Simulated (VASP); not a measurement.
# Ge (Cmmm) in VASP: further runs

Ge is run at these levels: PBEsol, RPBE+D3(BJ), PBEsol+D3(BJ); tasks: single point.

Program: VASP 6.6.1. These are calculated values, not measurements. Logs are shortened: lines on timing, memory, paths and dates and some standing lists are left out, and cuts for length are marked.

## 1. The cell of the first run

Symmetry: Cmmm, No. 65, orthorhombic system. Conventional cell: a = 2.799 Å, b = 4.923 Å, c = 2.671 Å, α = 90.00°, β = 90.00°, γ = 90.00°. Within 3.5 Å of Ge (site symmetry mmm) lie 8 Ge at 2.67 to 2.83 Å.

## 2. Single point, PBEsol

Input file INCAR:

```
PREC = Accurate
ENCUT = 520
EDIFF = 1E-6
ISMEAR = -1
SIGMA = 0.05
LREAL = F
LASPH = T
NELM = 60
ALGO = Normal
ISIF = 2
LWAVE = F
LCHARG = F
GGA = PS
NBANDS = 13
```

Input file KPOINTS:

```
regular mesh
0
Gamma
  11 11 10
```

Input file POSCAR:

```
Ge
1.0
    1.3996564543     -2.4617357150      0.0000000000
    1.3996564543      2.4617357150      0.0000000000
    0.0000000000      0.0000000000      2.6714026592
Ge
1
Direct
    0.5000000000      0.5000000000      0.0000000000
```

Potentials or basis: VASP PAW PBE potentials, release 64 (Ge_d).

On the command line:

```
$ cat potpaw_PBE.64/Ge_d/POTCAR > POTCAR
$ mpirun -np 1 vasp_std > vasp.out
```

OUTCAR:

```text
PREC = Accurate
   ENCUT = 520
   EDIFF = 1E-6
   ISMEAR = -1
   LREAL = F
   LASPH = T
   NELM = 60
   ISIF = 2
   GGA = PS

 ion  position               nearest neighbor table
   1  0.500  0.500  0.000-

  LATTYP: Found a base centered orthorhombic cell.
 ALAT       =     2.7993129086
 B/A-ratio  =     1.7588142486
 C/A-ratio  =     0.9543065554

  Lattice vectors:

 A1 = (   1.3996564543,  -2.4617357150,   0.0000000000)
 A2 = (   1.3996564543,   2.4617357150,   0.0000000000)
 A3 = (   0.0000000000,   0.0000000000,   2.6714026592)

Analysis of symmetry for initial positions (statically):
=====================================================================
 Subroutine PRICEL returns:
 Original cell was already a primitive cell.

 Routine SETGRP: Setting up the symmetry group for a
 base centered orthorhombic supercell.

 Subroutine GETGRP returns: Found  8 space group operations
 (whereof  8 operations were pure point group operations)
 out of a pool of  8 trial point group operations.

The static configuration has the point symmetry D_2h.

Analysis of symmetry for dynamics (positions and initial velocities):
=====================================================================
 Subroutine PRICEL returns:
 Original cell was already a primitive cell.

 Routine SETGRP: Setting up the symmetry group for a
 base centered orthorhombic supercell.

 Subroutine GETGRP returns: Found  8 space group operations
 (whereof  8 operations were pure point group operations)
 out of a pool of  8 trial point group operations.

The dynamic configuration has the point symmetry D_2h.

 Subroutine INISYM returns: Found  8 space group operations
 (whereof  8 operations are pure point group operations),
 and found     1 'primitive' translations

----------------------------------------------------------------------------------------

                                     Primitive cell

  volume of cell :      18.4091

  direct lattice vectors                    reciprocal lattice vectors
     1.399656454 -2.461735715  0.000000000     0.357230518 -0.203108724  0.000000000
     1.399656454  2.461735715  0.000000000     0.357230518  0.203108724  0.000000000
     0.000000000  0.000000000  2.671402659     0.000000000  0.000000000  0.374335182

  length of vectors
     2.831815835  2.831815835  2.671402659     0.410934054  0.410934054  0.374335182

[... 78 lines left out ...]
   EDIFF  = 0.1E-05   stopping-criterion for ELM
   LREAL  =      F    real-space projection
   EDIFFG = 0.1E-04   stopping-criterion for IOM
   NSW    =      0    number of steps for IOM
   IBRION =     -1    ionic relax: 0-MD 1-quasi-New 2-CG
   NFREE  =      0    steps in history (QN), initial steepest desc. (CG)
   ISIF   =      2    stress and relaxation
   ISYM   =      2    0-nonsym 1-usesym 2-fastsym
   POTIM  = 0.5000    time-step for ionic-motion
   TEBEG  =    0.0;   TEEND  =   0.0 temperature during run
   PSTRESS=    0.0 pullay stress
   NELECT =      14.0000    total number of electrons
   NUPDOWN=      -1.0000    fix difference up-down
   EMIN   =  10.00;   EMAX   =-10.00  energy-range for DOS
   EFERMI =   0.00;   METHOD = LEGACY
   ISMEAR =    -1;   SIGMA  =   0.05  broadening in eV -4-tet -1-fermi 0-gaus
   EFERMI_NEDOS =   21; number of points for ismear=-14 and -15
   IALGO  =     38    algorithm
   IMIX   =      4    mixing-type and parameters
     AMIX     =   0.40;   BMIX     =  1.00
     AMIX_MAG =   1.60;   BMIX_MAG =  1.00
  volume/ion in A,a.u.               =      18.41       124.23
  Fermi-wavevector in a.u.,A,eV,Ry     =   1.494308  2.823833 30.381213  2.232956
  Thomas-Fermi vector in A             =   2.606597
   LORBIT       =      0    0 simple, 1 ext, 2 COOP (PROOUT), +10 PAW based schemes
   GGA     = PS    functional components
   LHFCALC =     F    Hartree Fock is set to
   AEXX    =    0.0000 exact exchange contribution
   IVDW    =     0    specifies the selected vdW correction
   LEPSILON=     F    determine dielectric tensor
   LRPA    =     F    only Hartree local field effects (RPA)
 non-spin polarized calculation
  energy-cutoff  :      520.00
  volume of cell :       18.41
 maximum number of plane-waves:       506
 NGX is ok and might be reduce to    24
   NGX = 11   NGY = 11   NGZ =  9

 number of electron      13.9999993 magnetization

 Free energy of the ion-electron system (eV)
  ---------------------------------------------------
  ext. energy  EPLUGINS =         0.00000000
  ---------------------------------------------------
  free energy    TOTEN  =        -4.75256897 eV

  energy without entropy =       -4.74825522  energy(sigma->0) =       -4.75041210

 E-fermi :   6.7885     XC(G=0): -11.5048

 val. band max:        6.7856034609   @ k =   0.3636   0.1818   0.4000
 cond. band min:       6.8209891184   @ k =   0.3636   0.2727   0.4000
 fundamental gap:      0.0353856575
 Fermi energy:         6.7885277183

 k-point     1 :       0.0000    0.0000    0.0000
  band No.  band energies     occupation
      1     -17.9401      2.00000
      2     -17.8632      2.00000
      3     -17.8498      2.00000
      4     -17.6896      2.00000
      5     -17.6851      2.00000
      6      -6.6403      2.00000
      7      13.3260      0.00000
      8      15.3234      0.00000
      9      15.6314      0.00000
     10      16.9378      0.00000
     11      20.9891      0.00000
     12      21.4910      0.00000
     13      22.1805      0.00000
[... 354 lines left out ...]
  band No.  band energies     occupation
      1     -17.9237      2.00000
      2     -17.8651      2.00000
      3     -17.8099      2.00000
      4     -17.7071      2.00000
      5     -17.6890      2.00000
      6      -5.8321      2.00000
      7       9.9918      0.00000
      8      13.7662      0.00000
      9      14.1087      0.00000
     10      17.2526      0.00000
     11      18.7692      0.00000
     12      24.8828      0.00000
     13      25.7023      0.00000

 [... further k-points ...]
[... 5 lines left out ...]
  --------------------------------------------------------------------------------------
  -------------------------------------------------------------------------------------
  Total       -0.0200374     -0.0169915     -0.0229298      0.0000000      0.0000000      0.0000000
  in kB       -1.7438929     -1.4788013     -1.9956270      0.0000000      0.0000000      0.0000000
  external PRESSURE =      -1.7394404 kB  Pullay stress =       0.0000000 kB

 VOLUME and BASIS-vectors are now :
 -----------------------------------------------------------------------------
  energy-cutoff  :      520.00
  volume of cell :       18.41
      direct lattice vectors                 reciprocal lattice vectors
     1.399656454 -2.461735715  0.000000000     0.357230518 -0.203108724  0.000000000
     1.399656454  2.461735715  0.000000000     0.357230518  0.203108724  0.000000000
     0.000000000  0.000000000  2.671402659     0.000000000  0.000000000  0.374335182

 POSITION                                       TOTAL-FORCE (eV/Angst)
 -----------------------------------------------------------------------------------
      1.39966      0.00000      0.00000         0.000000      0.000000      0.000000
 -----------------------------------------------------------------------------------
    total drift:                               -0.000000     -0.000000     -0.000000

  FREE ENERGIE OF THE ION-ELECTRON SYSTEM (eV)
  ---------------------------------------------------
  free  energy   TOTEN  =        -4.7525689741 eV

  energy  without entropy=       -4.7482552181  energy(sigma->0) =       -4.75041210
```

Wall time 12 s (1 thread of Intel Xeon 6975P-C (Granite Rapids), shared host); peak memory 0.16 GiB.

Results:

```
Free energy            : -4.7526 eV
Pressure               : -0.2 GPa
Band gap on the k mesh : zero (band 7 reaches 13.53 eV, above the bottom of band 8 at 4.28 eV)
```

Levels at points of the mesh, in eV from the Fermi level:
```tsv
k point	band 4	band 5	band 6	band 7	band 8	band 9	band 10	band 11
(0.00, 0.00, 0.00)	-24.48	-24.47	-13.43	6.54	8.53	8.84	10.15	14.20
(0.00, 0.00, 0.50)	-24.55	-24.52	-9.54	-6.13	11.48	11.79	17.10	17.64
```

Caveat: the PAW data sets were made with another functional, which shifts forces and pressure a little.

## 3. Single point, RPBE+D3(BJ)

This run uses another cell than the first one, of 15.68 Å³/atom, 0.852 times its volume.

Input file INCAR:

```
SYSTEM = Ge
  PREC = Accurate
  ENCUT = 520
  EDIFF = 1E-7
  ISMEAR = -1
  SIGMA = 0.05
  LREAL = .False.
  LASPH = .True.
  NELM = 80
  ALGO = Normal
  ISIF = 2
  LWAVE = .False.
  LCHARG = .False.
  GGA = RP
  IVDW = 12
  NBANDS = 13
```

Input file KPOINTS:

```
regular mesh
0
Gamma
  11 11 10
  0 0 0
```

Input file POSCAR:

```
Ge
1.0
    1.3298988608     -2.3320685800      0.0000000000
    1.3298988608      2.3320685800      0.0000000000
    0.0000000000      0.0000000000      2.5283755196
Ge
1
Direct
    0.5000000000      0.5000000000      0.0000000000
```

Potentials or basis: VASP PAW PBE potentials, release 64 (Ge_d).

On the command line:

```
$ cat potpaw_PBE.64/Ge_d/POTCAR > POTCAR
$ mpirun -np 1 vasp_std > vasp.out
```

Wall time 13 s (1 thread of Intel Xeon 6975P-C (Granite Rapids), shared host); peak memory 0.16 GiB.

It converged, with:

```
Free energy                : -5.7682 eV
Pressure                   : 0.0 GPa
Band gap on the k mesh     : zero (band 7 reaches 16.73 eV, above the bottom of band 8 at 5.89 eV)
Dispersion energy per atom : -2.126 eV
```

Levels at points of the mesh, in eV from the Fermi level:
```
           k point  band 5  band 6  band 7  band 8  band 9  band 10
(0.00, 0.00, 0.00)  -24.76  -14.97    7.46   10.00   10.29    10.76
(0.00, 0.00, 0.50)  -24.84  -10.20   -7.37   13.88   14.18    18.57
```

Caveat: the PAW data sets were made with another functional, which shifts forces and pressure a little; pairwise dispersion overbinds metals, which lowers pressure and volume.

## 4. Single point, PBEsol+D3(BJ)

This run uses another cell than the first one, of 17.69 Å³/atom, 0.961 times its volume.

Input file INCAR:

```
ALGO     = Normal         # electronic algorithm
EDIFF    = 1E-6           # SCF threshold, eV
ENCUT    = 520            # plane-wave cutoff, eV
GGA      = PS             # functional
ISIF     = 2              # what is computed and relaxed
ISMEAR   = -1             # smearing method
IVDW     = 12             # dispersion correction
LASPH    = True           # aspherical terms in the spheres
LCHARG   = False          # write CHGCAR
LREAL    = False          # projectors in reciprocal space
LWAVE    = False          # write WAVECAR
NBANDS   = 13             # bands
NELM     = 100            # most SCF steps
PREC     = Accurate       # precision mode
SIGMA    = 0.05           # smearing width, eV
```

Input file KPOINTS:

```
k-points
0
Gamma
  11 11 10
```

Input file POSCAR:

```
Ge
1.0
    1.3789042709     -2.4346914188      0.0000000000
    1.3789042709      2.4346914188      0.0000000000
    0.0000000000      0.0000000000      2.6348426840
Ge
1
Direct
    0.5000000000      0.5000000000      0.0000000000
```

On the command line:

```
$ cat potpaw_PBE.64/Ge_d/POTCAR > POTCAR
$ mpirun -np 1 vasp_std > vasp.out
```

It took 11 s on 1 thread of Intel Xeon 6975P-C (Granite Rapids), shared host; peak memory 0.17 GiB.

Results (log left out):

| Quantity | Value |
| --- | --- |
| Free energy | -5.0941 eV |
| Pressure | -0.1 GPa |
| Band gap on the k mesh | zero (band 7 reaches 14.22 eV, above the bottom of band 8 at 4.58 eV) |
| Dispersion energy per atom | -0.349 eV |

Levels at points of the mesh, in eV from the Fermi level:
| k point | band 3 | band 4 | band 5 | band 6 | band 7 | band 8 | band 9 | band 10 | band 11 | band 12 |
| --- | --- | --- | --- | --- | --- | --- | --- | --- | --- | --- |
| (0.00, 0.00, 0.00) | -24.66 | -24.49 | -24.49 | -13.78 | 6.76 | 8.82 | 9.23 | 10.33 | 14.38 | 15.03 |
| (0.00, 0.00, 0.50) | -24.57 | -24.57 | -24.54 | -9.69 | -6.41 | 11.97 | 12.38 | 17.45 | 17.96 | 18.59 |

Caveat: the PAW data sets were made with another functional, which shifts forces and pressure a little; pairwise dispersion overbinds metals, which lowers pressure and volume.

## 5. The runs side by side

| level | cell | gap on the mesh (eV) | pressure (GPa) |
| --- | --- | --- | --- |
| PBEsol | a = 2.832, b = 2.832, c = 2.671 Å, angles 90.0, 90.0, 120.8°, 1 atom | none | -0.2 |
| RPBE+D3(BJ) | a = 2.685, b = 2.685, c = 2.528 Å, angles 90.0, 90.0, 120.6°, 1 atom | none | 0.0 |
| PBEsol+D3(BJ) | a = 2.798, b = 2.798, c = 2.635 Å, angles 90.0, 90.0, 120.9°, 1 atom | none | -0.1 |

Alike in all rows: task single point; potentials or basis VASP PAW PBE potentials, release 64 (Ge_d); no spin polarisation; k mesh 11 × 11 × 10; cutoff (eV) 520; smearing fermi-dirac 0.05 eV.

Caveats: the PAW data sets were made with another functional, which shifts forces and pressure a little; pairwise dispersion overbinds metals, which lowers pressure and volume (some runs).

Total energies depend on the potentials used, so only differences within one code and one set of settings carry meaning.
